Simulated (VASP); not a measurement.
# TiO2 (CdI2 type) (P-3m1) in VASP: notebook

The runs below take TiO2 (CdI2 type) through electric field gradients, single point, with PBE.

Program: VASP 6.6.1. These are calculated values, not measurements. Logs are shortened: lines on timing, memory, paths and dates and some standing lists are left out, and cuts for length are marked.

## (1) The cell of the first run

It takes space group P-3m1 (No. 164, trigonal). Conventional cell: a = 2.989 Å, b = 2.989 Å, c = 5.493 Å, α = 90.00°, β = 90.00°, γ = 120.00°. Within 2.6 Å of Ti (site symmetry -3m) lie 6 O at 1.98 Å. Within 2.6 Å of O (site symmetry 3m) lie 3 Ti at 1.98 Å and 3 O at 2.59 Å.

## (2) Electric field gradients, PBE

File INCAR:

```
SYSTEM = TiO2
PREC = Accurate
ENCUT = 520
EDIFF = 1E-8
ISMEAR = -1
SIGMA = 0.05
LREAL = .FALSE.
LASPH = .TRUE.
NELM = 80
ALGO = Normal
ISIF = 2
LWAVE = .FALSE.
LCHARG = .FALSE.
GGA = PE
LEFG = .TRUE.
NBANDS = 19
```

File KPOINTS:

```
Automatic mesh
0
G
  13 13 7
  0 0 0
```

File POSCAR:

```
TiO2
1.0
    2.9893869978      0.0000000000      0.0000000000
   -1.4946934990      2.5888850819      0.0000000000
    0.0000000000      0.0000000000      5.4931511580
Ti O
1 2
Direct
    0.0000000000      0.0000000000      0.0000000000
    0.3333333333      0.6666666667      0.1756580322
    0.6666666667      0.3333333333      0.8243419678
```

Potentials or basis: VASP PAW PBE potentials, release 64 (Ti_sv, O).

On the command line:

```sh
cat potpaw_PBE.64/Ti_sv/POTCAR potpaw_PBE.64/O/POTCAR > POTCAR
mpirun -np 1 vasp_std > vasp.out
```

OUTCAR:

```text
SYSTEM = TiO2
   PREC = Accurate
   ENCUT = 520
   EDIFF = 1E-8
   ISMEAR = -1
   LREAL = .FALSE.
   LASPH = .TRUE.
   NELM = 80
   ISIF = 2
   GGA = PE

 ion  position               nearest neighbor table
   1  0.000  0.000  0.000-   2 1.98   3 1.98   3 1.98   2 1.98   3 1.98   2 1.98
   2  0.333  0.667  0.176-   1 1.98   1 1.98   1 1.98
   3  0.667  0.333  0.824-   1 1.98   1 1.98   1 1.98

  LATTYP: Found a hexagonal cell.
 ALAT       =     2.9893869978
 C/A-ratio  =     1.8375510304

  Lattice vectors:

 A1 = (   2.9893869978,   0.0000000000,   0.0000000000)
 A2 = (  -1.4946934990,   2.5888850819,   0.0000000000)
 A3 = (   0.0000000000,   0.0000000000,   5.4931511580)

Analysis of symmetry for initial positions (statically):
=====================================================================
 Subroutine PRICEL returns:
 Original cell was already a primitive cell.

 Routine SETGRP: Setting up the symmetry group for a
 hexagonal supercell.

 Subroutine GETGRP returns: Found 12 space group operations
 (whereof 12 operations were pure point group operations)
 out of a pool of 24 trial point group operations.

The static configuration has the point symmetry D_3d.

Analysis of symmetry for dynamics (positions and initial velocities):
=====================================================================
 Subroutine PRICEL returns:
 Original cell was already a primitive cell.

 Routine SETGRP: Setting up the symmetry group for a
 hexagonal supercell.

 Subroutine GETGRP returns: Found 12 space group operations
 (whereof 12 operations were pure point group operations)
 out of a pool of 24 trial point group operations.

The dynamic configuration has the point symmetry D_3d.

 Subroutine INISYM returns: Found 12 space group operations
 (whereof 12 operations are pure point group operations),
 and found     1 'primitive' translations

----------------------------------------------------------------------------------------

                                     Primitive cell

  volume of cell :      42.5125

[... 127 lines left out ...]

 number of electron      24.0000008 magnetization

 Free energy of the ion-electron system (eV)
  ---------------------------------------------------
  ext. energy  EPLUGINS =         0.00000000
  ---------------------------------------------------
  free energy    TOTEN  =       -26.49731502 eV

  energy without entropy =      -26.49731502  energy(sigma->0) =      -26.49731502

 E-fermi :   2.0548     XC(G=0):  -9.2255

 val. band max:        0.9181369352   @ k =   0.1538   0.1538   0.0000
 cond. band min:       3.5494958729   @ k =   0.0000   0.0000   0.4286
 fundamental gap:      2.6313589377
 Fermi energy:         2.0548250109

 k-point     1 :       0.0000    0.0000    0.0000
  band No.  band energies     occupation
      1     -55.4998      2.00000
      2     -31.7632      2.00000
      3     -31.4815      2.00000
      4     -31.4815      2.00000
      5     -16.5629      2.00000
      6     -14.7733      2.00000
[... 505 lines left out ...]
      6     -14.8185      2.00000
[... 11 lines left out ...]
     18       8.6694      0.00000
     19      12.1746      0.00000

 [... further k-points ...]

------------------------ aborting loop because EDIFF is reached ----------------------------------------

  FORCE on cell =-STRESS in cart. coord.  units (eV):
  Direction    XX          YY          ZZ          XY          YZ          ZX
  --------------------------------------------------------------------------------------
  -------------------------------------------------------------------------------------
  Total        0.1972730      0.1972730      0.0793850     -0.0000000      0.0000000      0.0000000
  in kB        7.4346727      7.4346727      2.9918018     -0.0000000      0.0000000      0.0000000
  external PRESSURE =       5.9537158 kB  Pullay stress =       0.0000000 kB

 VOLUME and BASIS-vectors are now :
 -----------------------------------------------------------------------------
  energy-cutoff  :      520.00
  volume of cell :       42.51
      direct lattice vectors                 reciprocal lattice vectors
     2.989386998  0.000000000  0.000000000     0.334516742  0.193133331  0.000000000
    -1.494693499  2.588885082  0.000000000     0.000000000  0.386266662  0.000000000
     0.000000000  0.000000000  5.493151158     0.000000000  0.000000000  0.182044872

 POSITION                                       TOTAL-FORCE (eV/Angst)
 -----------------------------------------------------------------------------------
      0.00000      0.00000      0.00000        -0.000000      0.000000      0.000000
     -0.00000      1.72592      0.96492        -0.000000      0.000000      0.059008
      1.49469      0.86296      4.52824         0.000000     -0.000000     -0.059008
 -----------------------------------------------------------------------------------
    total drift:                                0.000000     -0.000000      0.000000

  FREE ENERGIE OF THE ION-ELECTRON SYSTEM (eV)
  ---------------------------------------------------
  free  energy   TOTEN  =       -26.4973150151 eV

  energy  without entropy=      -26.4973150151  energy(sigma->0) =      -26.49731502

 Electric field gradients (V/A^2)
---------------------------------------------------------------------
 ion       V_xx      V_yy      V_zz      V_xy      V_xz      V_yz
---------------------------------------------------------------------
   1     -19.794   -19.795    39.589    -0.001     0.000    -0.000
   2       0.924     0.927    -1.851     0.003     0.000    -0.000
   3       0.924     0.927    -1.851     0.003     0.000    -0.000
---------------------------------------------------------------------

 Electric field gradients after diagonalization (V/A^2)
 (convention: |V_zz| > |V_xx| > |V_yy|)
----------------------------------------------------------------------
 ion       V_xx      V_yy      V_zz     asymmetry (V_yy - V_xx)/ V_zz
----------------------------------------------------------------------
   1     -19.796   -19.794    39.589       0.000
   2       0.928     0.922    -1.851       0.003
   3       0.928     0.922    -1.851       0.003
----------------------------------------------------------------------

           NMR quadrupolar parameters

 Cq : quadrupolar parameter    Cq=e*Q*V_zz/h
 eta: asymmetry parameters     (V_yy - V_xx)/ V_zz
 Q  : nuclear electric quadrupole moment in mb (millibarn)
----------------------------------------------------------------------
 ion       Cq(MHz)       eta       Q (mb)
----------------------------------------------------------------------
   1       0.096       0.000       1.000
   2      -0.004       0.003       1.000
   3      -0.004       0.003       1.000
----------------------------------------------------------------------
```

OSZICAR:

```text
N       E                     dE             d eps       ncg     rms          rms(c)
DAV:   1     0.264634042109E+03    0.26463E+03   -0.12809E+04  4791   0.137E+03
DAV:   2    -0.874261228474E+01   -0.27338E+03   -0.25983E+03  5425   0.392E+02
DAV:   3    -0.337233440325E+02   -0.24981E+02   -0.24771E+02  5598   0.126E+02
[... 11 lines left out ...]
DAV:  15    -0.264973152098E+02   -0.49382E-06   -0.89007E-06  5430   0.291E-02    0.508E-03
DAV:  16    -0.264973150569E+02    0.15294E-06   -0.24489E-06  5115   0.167E-02    0.141E-03
DAV:  17    -0.264973150733E+02   -0.16470E-07   -0.80952E-08  5610   0.248E-03    0.132E-03
DAV:  18    -0.264973150058E+02    0.67495E-07   -0.92336E-08  4172   0.306E-03    0.197E-04
DAV:  19    -0.264973150151E+02   -0.92400E-08   -0.46614E-09  2574   0.598E-04
   1 F= -.26497315E+02 E0= -.26497315E+02  d E =-.198114E-10
```

Run time: 73 s. Hardware: 1 thread of AMD EPYC 9R14 (Zen 4), shared host; peak memory 0.2 GiB.

What came out:

| Item | Value |
| --- | --- |
| Free energy | -26.4973 eV |
| Pressure | 0.6 GPa |
| Largest force | 0.059 eV/Å |
| Band gap on the k mesh | 2.63 eV (least direct gap 2.87 eV) |
| Largest electric field gradient by atom | Ti +39.6; O -1.9 V/Å² |

Forces in eV/Å, atoms in the order of the input:
```
Ti   0.000  0.000  0.000
O    0.000  0.000  0.059
O    0.000  0.000 -0.059
```

Electric field gradients, principal values (V/Å²):
```
atom    least   middle  greatest (by size)
1 Ti  -19.794  -19.796              39.589
 2 O    0.922    0.928              -1.851
 3 O    0.922    0.928              -1.851
```

Caveat: without QUAD_EFG the Cq values of the log hold for a quadrupole moment of 1 mb, not for the nuclei; an odd mesh through Γ misses points on the zone boundary, where band edges can lie.

## (3) Electric field gradients, PBE

File INCAR:

```
PREC = Accurate ; ENCUT = 520
EDIFF = 1E-8 ; ISMEAR = -1
SIGMA = 0.05 ; LREAL = False
LASPH = True ; NELM = 80
ALGO = Normal ; ISIF = 2
LWAVE = False ; LCHARG = False
GGA = PE ; LEFG = True
NBANDS = 19
```

File KPOINTS:

```
regular mesh
0
Gamma
  13 13 7
```

POSCAR is that of step 2.

Potentials or basis: VASP PAW PBE potentials, release 64 (Ti_sv, O).

On the command line:

```sh
cat potpaw_PBE.64/Ti_sv/POTCAR potpaw_PBE.64/O/POTCAR > POTCAR
mpirun -np 1 vasp_std > vasp.out
```

OUTCAR:

```text
PREC = Accurate
   ENCUT = 520
   EDIFF = 1E-8
   ISMEAR = -1
   LREAL = False
   LASPH = True
   NELM = 80
   ISIF = 2
   GGA = PE

 ion  position               nearest neighbor table
   1  0.000  0.000  0.000-   2 1.98   3 1.98   3 1.98   2 1.98   3 1.98   2 1.98
   2  0.333  0.667  0.176-   1 1.98   1 1.98   1 1.98
   3  0.667  0.333  0.824-   1 1.98   1 1.98   1 1.98

  LATTYP: Found a hexagonal cell.
 ALAT       =     2.9893869978
 C/A-ratio  =     1.8375510304

  Lattice vectors:

 A1 = (   2.9893869978,   0.0000000000,   0.0000000000)
 A2 = (  -1.4946934990,   2.5888850819,   0.0000000000)
 A3 = (   0.0000000000,   0.0000000000,   5.4931511580)

Analysis of symmetry for initial positions (statically):
=====================================================================
 Subroutine PRICEL returns:
 Original cell was already a primitive cell.

[... 725 lines left out ...]
     0.000000000  0.000000000  5.493151158     0.000000000  0.000000000  0.182044872

 POSITION                                       TOTAL-FORCE (eV/Angst)
 -----------------------------------------------------------------------------------
      0.00000      0.00000      0.00000        -0.000000      0.000000      0.000000
     -0.00000      1.72592      0.96492        -0.000000      0.000000      0.059008
      1.49469      0.86296      4.52824         0.000000     -0.000000     -0.059008
 -----------------------------------------------------------------------------------
    total drift:                                0.000000     -0.000000      0.000000

  FREE ENERGIE OF THE ION-ELECTRON SYSTEM (eV)
  ---------------------------------------------------
  free  energy   TOTEN  =       -26.4973150151 eV

  energy  without entropy=      -26.4973150151  energy(sigma->0) =      -26.49731502

 Electric field gradients (V/A^2)
---------------------------------------------------------------------
 ion       V_xx      V_yy      V_zz      V_xy      V_xz      V_yz
---------------------------------------------------------------------
   1     -19.794   -19.795    39.589    -0.001     0.000    -0.000
   2       0.924     0.927    -1.851     0.003     0.000    -0.000
   3       0.924     0.927    -1.851     0.003     0.000    -0.000
---------------------------------------------------------------------

 Electric field gradients after diagonalization (V/A^2)
 (convention: |V_zz| > |V_xx| > |V_yy|)
----------------------------------------------------------------------
 ion       V_xx      V_yy      V_zz     asymmetry (V_yy - V_xx)/ V_zz
----------------------------------------------------------------------
   1     -19.796   -19.794    39.589       0.000
   2       0.928     0.922    -1.851       0.003
   3       0.928     0.922    -1.851       0.003
----------------------------------------------------------------------

           NMR quadrupolar parameters

 Cq : quadrupolar parameter    Cq=e*Q*V_zz/h
 eta: asymmetry parameters     (V_yy - V_xx)/ V_zz
 Q  : nuclear electric quadrupole moment in mb (millibarn)
----------------------------------------------------------------------
 ion       Cq(MHz)       eta       Q (mb)
----------------------------------------------------------------------
   1       0.096       0.000       1.000
   2      -0.004       0.003       1.000
   3      -0.004       0.003       1.000
----------------------------------------------------------------------
```

OSZICAR:

```text
N       E                     dE             d eps       ncg     rms          rms(c)
DAV:   1     0.264634042109E+03    0.26463E+03   -0.12809E+04  4791   0.137E+03
DAV:   2    -0.874261228474E+01   -0.27338E+03   -0.25983E+03  5425   0.392E+02
DAV:   3    -0.337233440325E+02   -0.24981E+02   -0.24771E+02  5598   0.126E+02
[... 11 lines left out ...]
DAV:  15    -0.264973152098E+02   -0.49382E-06   -0.89007E-06  5430   0.291E-02    0.508E-03
DAV:  16    -0.264973150569E+02    0.15294E-06   -0.24489E-06  5115   0.167E-02    0.141E-03
DAV:  17    -0.264973150733E+02   -0.16470E-07   -0.80952E-08  5610   0.248E-03    0.132E-03
DAV:  18    -0.264973150058E+02    0.67495E-07   -0.92336E-08  4172   0.306E-03    0.197E-04
DAV:  19    -0.264973150151E+02   -0.92400E-08   -0.46614E-09  2574   0.598E-04
   1 F= -.26497315E+02 E0= -.26497315E+02  d E =-.198114E-10
```

stdout:

```text
POSCAR found type information on POSCAR TiO
 POSCAR found :  2 types and       3 ions
 scaLAPACK will be used
 LDA part: xc-table for (Slater+PW92), standard interpolation
 POSCAR, INCAR and KPOINTS ok, starting setup
 FFT: planning ... GRIDC
 FFT: planning ... GRID_SOFT
 FFT: planning ... GRID
 WAVECAR not read
 entering main loop
ion   1

ion   2

ion   3
```

Run time: 75 s. Hardware: 1 thread of AMD EPYC 9R14 (Zen 4), shared host; peak memory 0.2 GiB.

Results:

| Quantity | Value |
| --- | --- |
| Free energy | -26.4973 eV |
| Pressure | 0.6 GPa |
| Largest force | 0.059 eV/Å |
| Band gap on the k mesh | 2.63 eV (least direct gap 2.87 eV) |
| Largest electric field gradient by atom | Ti +39.6; O -1.9 V/Å² |

Forces on the atoms (eV/Å):
```
Ti   0.000  0.000  0.000
O    0.000  0.000  0.059
O    0.000  0.000 -0.059
```

Stress tensor (GPa, compression positive):
```
0.74 0.00 0.00
0.00 0.74 0.00
0.00 0.00 0.30
```

Levels at points of the mesh, in eV from the valence-band top:
```csv
k point,band 10,band 11,band 12,band 13,band 14,band 15
"(0.00, 0.00, 0.00)",-0.47,-0.24,-0.24,2.63,2.63,4.32
```

Electric field gradients, principal values (V/Å²):
```csv
atom,least,middle,greatest (by size)
1 Ti,-19.794,-19.796,39.589
2 O,0.922,0.928,-1.851
3 O,0.922,0.928,-1.851
```

Caveat: without QUAD_EFG the Cq values of the log hold for a quadrupole moment of 1 mb, not for the nuclei; an odd mesh through Γ misses points on the zone boundary, where band edges can lie.

(Part 1 of 2 ends here.)
